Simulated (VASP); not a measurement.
# Ca (P6_3/mmc) in VASP: single point with r2SCAN

Aim: the single point of Ca with r2SCAN.

Everything below comes from runs of VASP 6.6.1. Logs are shortened: lines on timing, memory, paths and dates and some standing lists are left out, and cuts for length are marked.

**1. The cell of the first run**

It takes space group P6_3/mmc (No. 194, hexagonal). The conventional cell has a = 3.941 Å, b = 3.941 Å, c = 6.453 Å, α = 90.00°, β = 90.00°, γ = 120.00°. Ca (site symmetry -6m2) has 12 Ca at 3.94 to 3.95 Å within 5.2 Å.

This isn't the form of Ca at room conditions, which is fcc.

**2. Single point, r2SCAN**

File POSCAR:

```
Ca
1.0
    3.9405755640      0.0000000000      0.0000000000
   -1.9702877820      3.4126385440      0.0000000000
    0.0000000000      0.0000000000      6.4533068116
Ca
2
Direct
    0.3333333333      0.6666666667      0.7500000000
    0.6666666667      0.3333333333      0.2500000000
```

File INCAR.step1:

```
ALGO = Normal ; EDIFF = 1E-4
ENCUT = 520 ; GGA = PE
ISMEAR = 0 ; LASPH = True
LCHARG = False ; LREAL = False
LWAVE = True ; NBANDS = 17
NELM = 60 ; PREC = Accurate
SIGMA = 0.05
```

File INCAR.step2:

```
ALGO = Normal ; EDIFF = 1E-7
ENCUT = 520 ; ISIF = 2
ISMEAR = 0 ; ISTART = 1
LASPH = True ; LCHARG = False
LMIXTAU = True ; LREAL = False
LWAVE = False ; METAGGA = R2SCAN
NBANDS = 17 ; NELM = 60
PREC = Accurate ; SIGMA = 0.05
```

File KPOINTS:

```
k-points
0
Gamma
  12 12 8
```

Potentials or basis: VASP PAW PBE potentials, release 64 (Ca_sv).

Command:

```
$ cat potpaw_PBE.64/Ca_sv/POTCAR > POTCAR
$ cp INCAR.step1 INCAR
$ mpirun -np 1 vasp_std > vasp.out
$ cp INCAR.step2 INCAR
$ mpirun -np 1 vasp_std > vasp.out
```

OUTCAR:

```text
EDIFF = 1E-7
   ENCUT = 520
   ISIF = 2
   ISMEAR = 0
   ISTART = 1
   LASPH = True
   LREAL = False
   METAGGA = R2SCAN
   NELM = 60
   PREC = Accurate

 ion  position               nearest neighbor table
   1  0.333  0.667  0.750-
   2  0.667  0.333  0.250-

  LATTYP: Found a hexagonal cell.
 ALAT       =     3.9405755640
 C/A-ratio  =     1.6376558974

  Lattice vectors:

 A1 = (   3.9405755640,   0.0000000000,   0.0000000000)
 A2 = (  -1.9702877820,   3.4126385440,   0.0000000000)
 A3 = (   0.0000000000,   0.0000000000,   6.4533068116)

Analysis of symmetry for initial positions (statically):
=====================================================================
 Subroutine PRICEL returns:
 Original cell was already a primitive cell.

 Routine SETGRP: Setting up the symmetry group for a
 hexagonal supercell.

 Subroutine GETGRP returns: Found 24 space group operations
 (whereof 12 operations were pure point group operations)
 out of a pool of 24 trial point group operations.

The static configuration has the point symmetry D_3d.
 The point group associated with its full space group is D_6h.

Analysis of symmetry for dynamics (positions and initial velocities):
=====================================================================
 Subroutine PRICEL returns:
 Original cell was already a primitive cell.

 Routine SETGRP: Setting up the symmetry group for a
 hexagonal supercell.

 Subroutine GETGRP returns: Found 24 space group operations
 (whereof 12 operations were pure point group operations)
 out of a pool of 24 trial point group operations.

The dynamic configuration has the point symmetry D_3d.
 The point group associated with its full space group is D_6h.

 Subroutine INISYM returns: Found 24 space group operations
 (whereof 12 operations are pure point group operations),
 and found     1 'primitive' translations

----------------------------------------------------------------------------------------

                                     Primitive cell

  volume of cell :      86.7825

  direct lattice vectors                    reciprocal lattice vectors
     3.940575564  0.000000000  0.000000000     0.253770035  0.146514198  0.000000000
    -1.970287782  3.412638544  0.000000000     0.000000000  0.293028396  0.000000000
     0.000000000  0.000000000  6.453306812     0.000000000  0.000000000  0.154959315

  length of vectors
     3.940575564  3.940575564  6.453306812     0.293028396  0.293028396  0.154959315

  position of ions in fractional coordinates (direct lattice)
     0.333333333  0.666666667  0.750000000
     0.666666667  0.333333333  0.250000000

  ion indices of the primitive-cell ions
   primitive index   ion index
                 1           1
                 2           2

----------------------------------------------------------------------------------------

 KPOINTS: k-points

Automatic generation of k-mesh.
 Grid dimensions read from file:
 generate k-points for:   12   12    8

 Generating k-lattice:

  Cartesian coordinates                     Fractional coordinates (reciprocal lattice)
     0.021147503  0.012209517  0.000000000     0.083333333  0.000000000  0.000000000
     0.000000000  0.024419033  0.000000000     0.000000000  0.083333333  0.000000000
     0.000000000  0.000000000  0.019369914     0.000000000  0.000000000  0.125000000

  Length of vectors
     0.024419033  0.024419033  0.019369914

  Shift w.r.t. Gamma in fractional coordinates (k-lattice)
     0.000000000  0.000000000  0.000000000

 Subroutine IBZKPT returns following result:
 ===========================================

 Found     95 irreducible k-points:

 Following reciprocal coordinates:
            Coordinates               Weight
  0.000000  0.000000  0.000000      1.000000
  0.083333  0.000000  0.000000      6.000000
  0.166667  0.000000  0.000000      6.000000
  0.250000  0.000000  0.000000      6.000000
  0.333333  0.000000  0.000000      6.000000
  0.416667  0.000000  0.000000      6.000000
[... 16 lines left out ...]
  0.250000  0.000000  0.125000     12.000000
  0.333333  0.000000  0.125000     12.000000
 [... further k-points ...]
   k-points           NKPTS =     95   k-points in BZ     NKDIM =     95   number of bands    NBANDS=     17
   number of dos      NEDOS =    301   number of ions     NIONS =      2
   total plane-waves  NPLWV =  43200
   dimension x,y,z NGX =    30 NGY =   30 NGZ =   48
   dimension x,y,z NGXF=    60 NGYF=   60 NGZF=   96
   ions per type =               2
   NGX,Y,Z   is equivalent  to a cutoff of  12.66, 12.66, 12.37 a.u.
   NGXF,Y,Z  is equivalent  to a cutoff of  25.31, 25.31, 24.73 a.u.
 SYSTEM =  unknown system
   PREC   = accura    normal or accurate (medium, high low for compatibility)
   ISTART =      1    job   : 0-new  1-cont  2-samecut
   ICHARG =      0    charge: 1-file 2-atom 10-const
   ISPIN  =      1    spin polarized calculation?
   LNONCOLLINEAR =      F non collinear calculations
   LSORBIT =      F    spin-orbit coupling
   LASPH  =      T    aspherical Exc in radial PAW
   ENCUT  =  520.0 eV  38.22 Ry    6.18 a.u.   7.33  7.33 12.00*2*pi/ulx,y,z
   NELM   =     60;   NELMIN=  2; NELMDL=  0     # of ELM steps
   EDIFF  = 0.1E-06   stopping-criterion for ELM
   LREAL  =      F    real-space projection
   EDIFFG = 0.1E-05   stopping-criterion for IOM
   NSW    =      0    number of steps for IOM
   IBRION =     -1    ionic relax: 0-MD 1-quasi-New 2-CG
   NFREE  =      0    steps in history (QN), initial steepest desc. (CG)
   ISIF   =      2    stress and relaxation
   ISYM   =      2    0-nonsym 1-usesym 2-fastsym
   POTIM  = 0.5000    time-step for ionic-motion
   TEBEG  =    0.0;   TEEND  =   0.0 temperature during run
   PSTRESS=    0.0 pullay stress
   NELECT =      20.0000    total number of electrons
   NUPDOWN=      -1.0000    fix difference up-down
   EMIN   =  10.00;   EMAX   =-10.00  energy-range for DOS
   EFERMI =   0.00;   METHOD = LEGACY
   ISMEAR =     0;   SIGMA  =   0.05  broadening in eV -4-tet -1-fermi 0-gaus
   EFERMI_NEDOS =   21; number of points for ismear=-14 and -15
   IALGO  =     38    algorithm
   IMIX   =      4    mixing-type and parameters
     AMIX     =   0.40;   BMIX     =  1.00
     AMIX_MAG =   1.60;   BMIX_MAG =  1.00
  volume/ion in A,a.u.               =      43.39       292.82
  Fermi-wavevector in a.u.,A,eV,Ry     =   1.003708  1.896733 13.706915  1.007430
  Thomas-Fermi vector in A             =   2.136277
   LORBIT       =      0    0 simple, 1 ext, 2 COOP (PROOUT), +10 PAW based schemes
   METAGGA = R2SCAN    functional components
   LHFCALC =     F    Hartree Fock is set to
   AEXX    =    0.0000 exact exchange contribution
   IVDW    =     0    specifies the selected vdW correction
   LEPSILON=     F    determine dielectric tensor
   LRPA    =     F    only Hartree local field effects (RPA)
 non-spin polarized calculation
 Gauss-broadening in eV      SIGMA  =   0.05
  energy-cutoff  :      520.00
  volume of cell :       86.78
 maximum number of plane-waves:      2370
 NGX is ok and might be reduce to    30
   NGX = 15   NGY = 15   NGZ = 23

 number of electron      19.9999995 magnetization

 Free energy of the ion-electron system (eV)
  ---------------------------------------------------
  ext. energy  EPLUGINS =         0.00000000
  ---------------------------------------------------
  free energy    TOTEN  =       -14.05055249 eV

  energy without entropy =      -14.04766093  energy(sigma->0) =      -14.04910671

 E-fermi :   1.9615     XC(G=0):  -8.1304

 val. band max:        1.9550712433   @ k =   0.5000   0.0000   0.3750
 cond. band min:       1.9736268553   @ k =   0.4167   0.0833   0.3750
 fundamental gap:      0.0185556120
 Fermi energy:         1.9615169339

 k-point     1 :       0.0000    0.0000    0.0000
  band No.  band energies     occupation
      1     -41.9421      2.00000
      2     -41.9295      2.00000
      3     -22.1004      2.00000
      4     -21.9942      2.00000
      5     -21.9942      2.00000
      6     -21.9764      2.00000
[... 9 lines left out ...]
     16       4.8624      0.00000
     17       5.2701      0.00000

 k-point     2 :       0.0833    0.0000    0.0000
  band No.  band energies     occupation
      1     -41.9414      2.00000
      2     -41.9292      2.00000
      3     -22.0974      2.00000
      4     -22.0010      2.00000
      5     -21.9964      2.00000
      6     -21.9833      2.00000
[... 9 lines left out ...]
     16       4.9407      0.00000
     17       5.1378      0.00000

 k-point     3 :       0.1667    0.0000    0.0000
  band No.  band energies     occupation
      1     -41.9392      2.00000
      2     -41.9282      2.00000
      3     -22.0890      2.00000
      4     -22.0197      2.00000
      5     -22.0023      2.00000
      6     -22.0021      2.00000
[... 9 lines left out ...]
     16       4.9228      0.00000
     17       5.0002      0.00000

 k-point     4 :       0.2500    0.0000    0.0000
  band No.  band energies     occupation
      1     -41.9362      2.00000
      2     -41.9269      2.00000
      3     -22.0764      2.00000
      4     -22.0453      2.00000
      5     -22.0277      2.00000
      6     -22.0098      2.00000
[... 9 lines left out ...]
     16       5.1948      0.00000
     17       5.2103      0.00000

 k-point     5 :       0.3333    0.0000    0.0000
  band No.  band energies     occupation
      1     -41.9330      2.00000
      2     -41.9258      2.00000
      3     -22.0711      2.00000
      4     -22.0616      2.00000
      5     -22.0525      2.00000
      6     -22.0172      2.00000
[... 9 lines left out ...]
     16       5.5375      0.00000
     17       5.6859      0.00000

 k-point     6 :       0.4167    0.0000    0.0000
  band No.  band energies     occupation
      1     -41.9304      2.00000
      2     -41.9253      2.00000
      3     -22.0902      2.00000
      4     -22.0704      2.00000
      5     -22.0480      2.00000
      6     -22.0225      2.00000
[... 9 lines left out ...]
     16       5.9549      0.00000
     17       6.1831      0.00000

 k-point     7 :       0.5000    0.0000    0.0000
  band No.  band energies     occupation
      1     -41.9293      2.00000
      2     -41.9252      2.00000
      3     -22.0972      2.00000
      4     -22.0768      2.00000
      5     -22.0417      2.00000
      6     -22.0245      2.00000
[... 9 lines left out ...]
     16       6.3555      0.00000
     17       6.3779      0.00000

 k-point     8 :       0.0833    0.0833    0.0000
  band No.  band energies     occupation
      1     -41.9399      2.00000
      2     -41.9285      2.00000
      3     -22.0918      2.00000
      4     -22.0126      2.00000
      5     -22.0037      2.00000
      6     -21.9933      2.00000
[... 9 lines left out ...]
     16       4.9127      0.00000
     17       5.0528      0.00000
[... 203 lines left out ...]
      1     -41.9262      2.00000
      2     -41.9262      2.00000
      3     -22.0752      2.00000
      4     -22.0568      2.00000
      5     -22.0568      2.00000
      6     -22.0365      2.00000
[... 9 lines left out ...]
     16       6.0055      0.00000
     17       6.0059      0.00000

 k-point    20 :       0.0000    0.0000    0.1250
  band No.  band energies     occupation
      1     -41.9416      2.00000
      2     -41.9300      2.00000
      3     -22.0955      2.00000
      4     -21.9936      2.00000
      5     -21.9935      2.00000
      6     -21.9770      2.00000
[... 9 lines left out ...]
     16       4.8222      0.00000
     17       5.3422      0.00000

 k-point    21 :       0.0833    0.0000    0.1250
  band No.  band energies     occupation
      1     -41.9409      2.00000
      2     -41.9296      2.00000
      3     -22.0928      2.00000
      4     -22.0002      2.00000
      5     -21.9957      2.00000
      6     -21.9853      2.00000
[... 9 lines left out ...]
     16       4.8900      0.00000
     17       5.2701      0.00000

 k-point    22 :       0.1667    0.0000    0.1250
  band No.  band energies     occupation
      1     -41.9388      2.00000
      2     -41.9286      2.00000
      3     -22.0854      2.00000
      4     -22.0183      2.00000
      5     -22.0047      2.00000
      6     -22.0013      2.00000
[... 9 lines left out ...]
     16       5.0099      0.00000
     17       5.1427      0.00000

 k-point    23 :       0.2500    0.0000    0.1250
  band No.  band energies     occupation
      1     -41.9359      2.00000
      2     -41.9272      2.00000
      3     -22.0757      2.00000
      4     -22.0420      2.00000
      5     -22.0299      2.00000
      6     -22.0088      2.00000
[... 9 lines left out ...]
     16       5.2171      0.00000
     17       5.2643      0.00000

 k-point    24 :       0.3333    0.0000    0.1250
  band No.  band energies     occupation
      1     -41.9328      2.00000
      2     -41.9261      2.00000
      3     -22.0775      2.00000
      4     -22.0575      2.00000
      5     -22.0496      2.00000
      6     -22.0161      2.00000
[... 9 lines left out ...]
     16       5.5590      0.00000
     17       5.6550      0.00000

 [... further k-points ...]
[... 5 lines left out ...]
  --------------------------------------------------------------------------------------
  -------------------------------------------------------------------------------------
  Total        0.0243383      0.0243383      0.0107987      0.0000000      0.0000000      0.0000000
  in kB        0.4493329      0.4493329      0.1993647      0.0000000      0.0000000      0.0000000
  external PRESSURE =       0.3660102 kB  Pullay stress =       0.0000000 kB

 VOLUME and BASIS-vectors are now :
 -----------------------------------------------------------------------------
  energy-cutoff  :      520.00
  volume of cell :       86.78
      direct lattice vectors                 reciprocal lattice vectors
     3.940575564  0.000000000  0.000000000     0.253770035  0.146514198  0.000000000
    -1.970287782  3.412638544  0.000000000     0.000000000  0.293028396  0.000000000
     0.000000000  0.000000000  6.453306812     0.000000000  0.000000000  0.154959315

 POSITION                                       TOTAL-FORCE (eV/Angst)
 -----------------------------------------------------------------------------------
     -0.00000      2.27509      4.83998         0.000000      0.000000      0.000000
      1.97029      1.13755      1.61333        -0.000000     -0.000000      0.000000
 -----------------------------------------------------------------------------------
    total drift:                               -0.000000      0.000000     -0.000000

  FREE ENERGIE OF THE ION-ELECTRON SYSTEM (eV)
  ---------------------------------------------------
  free  energy   TOTEN  =       -14.0505524908 eV

  energy  without entropy=      -14.0476609333  energy(sigma->0) =      -14.04910671
```

Run time: 17 min. Hardware: 1 thread of Oxide Virtual Turin-like, shared host; peak memory 0.25 GiB.

What came out:

```
Free energy            : -14.0506 eV
Pressure               : 0.0 GPa
Band gap on the k mesh : zero (bands 10 and 11 overlap by 0.70 eV)
```

Levels at points of the mesh, in eV from the Fermi level:
```tsv
k point	band 7	band 8	band 9	band 10	band 11	band 12	band 13	band 14
(0.00, 0.00, 0.00)	-23.94	-23.93	-4.32	-1.02	-0.39	2.56	2.57	2.57
(0.50, 0.00, 0.00)	-23.96	-23.96	-1.17	-0.84	0.28	0.49	1.47	2.08
(0.00, 0.00, 0.50)	-23.95	-23.95	-3.26	-3.26	1.56	1.56	2.56	2.56
(0.50, 0.00, 0.50)	-23.97	-23.97	-0.67	-0.67	-0.02	-0.02	1.65	1.65
```

Caveat: the PAW data sets were made with another functional, which shifts forces and pressure a little.
